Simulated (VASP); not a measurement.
A run of VASP 6.6.1 is set up as follows.

Contents of INCAR:

```
SYSTEM = Sb
PREC = Accurate ; ENCUT = 600
EDIFF = 1E-7 ; ISMEAR = -1
SIGMA = 0.1 ; LREAL = .False.
LASPH = .True. ; NELM = 60
ALGO = Normal ; ISIF = 3
LWAVE = .False. ; LCHARG = .False.
GGA = PE ; IVDW = 12
IBRION = 2 ; NSW = 80
EDIFFG = -0.002 ; PSTRESS = 10.0
```

Contents of KPOINTS:

```
regular mesh
0
Gamma
  12 12 12
  0 0 0
```

POSCAR

```
Sb
1.0
    2.1456054728      1.2387658973      3.6872906744
   -2.1456054728      1.2387658973      3.6872906744
    0.0000000000     -2.4775317946      3.6872906744
Sb
2
Direct
    0.2355824032      0.2355824032      0.2355824032
    0.7644175968      0.7644175968      0.7644175968
```

Potentials or basis: VASP PAW PBE potentials, release 64 (Sb).

Launch:

```sh
$ cat potpaw_PBE.64/Sb/POTCAR > POTCAR
$ mpirun -np 1 vasp_std > vasp.out
```

Problem. What does it give for the space group after relaxing (to 0.1 Å)?

Solution. R-3m (No. 166).

Problem. Estimate the band gap on the k mesh.

Solution. Zero (bands 5 and 6 overlap by 0.34 eV).

Problem. What does it give for the relaxed cell?

Solution. a = 4.394 Å, b = 4.394 Å, c = 4.394 Å, α = 58.60°, β = 58.60°, γ = 58.60°.

Problem. What does it give for the relaxed volume?

Solution. 29.02 Å³/atom.

Step by step:
| step | energy change (eV) | largest force (eV/Å) | pressure (GPa) | volume (Å³) |
| --- | --- | --- | --- | --- |
| 1 | 0.0000 | 0.1772 | 1.05 | 58.80 |
| 2 | -0.0031 | 0.0950 | 0.71 | 58.88 |
| 3 | -0.0047 | 0.0011 | 0.30 | 58.99 |
| 4 | -0.0039 | 0.0077 | 0.54 | 58.64 |
| 5 | -0.0017 | 0.0151 | 0.90 | 58.16 |
| 6 | -0.0011 | 0.0166 | 0.98 | 58.05 |
| 7 | -0.0011 | 0.0121 | 0.99 | 58.05 |
| 8 | -0.0011 | 0.0021 | 1.03 | 58.04 |
| 9 | -0.0011 | 0.0055 | 1.04 | 58.04 |
| 10 | -0.0015 | 0.0027 | 0.98 | 58.09 |
| 11 | -0.0014 | 0.0033 | 1.00 | 58.08 |
| 12 | -0.0014 | 0.0030 | 0.99 | 58.08 |
| 13 | -0.0014 | 0.0028 | 0.99 | 58.09 |
| 14 | -0.0014 | 0.0031 | 0.99 | 58.08 |
| 15 | -0.0014 | 0.0029 | 0.99 | 58.08 |
| 16 | -0.0013 | 0.0028 | 1.00 | 58.07 |
| 17 | -0.0013 | 0.0027 | 0.99 | 58.07 |
| 18 | -0.0012 | 0.0023 | 1.01 | 58.06 |
| 19 | -0.0012 | 0.0022 | 1.00 | 58.05 |
| 20 | -0.0012 | 0.0017 | 1.02 | 58.04 |
| 21 | -0.0012 | 0.0020 | 1.01 | 58.05 |
| 22 | -0.0012 | 0.0010 | 1.01 | 58.05 |

Caveat: the cell is relaxed towards a set pressure, so the run minimises the enthalpy, not the energy; spin-orbit coupling is left out, which moves the levels of the heavy elements.
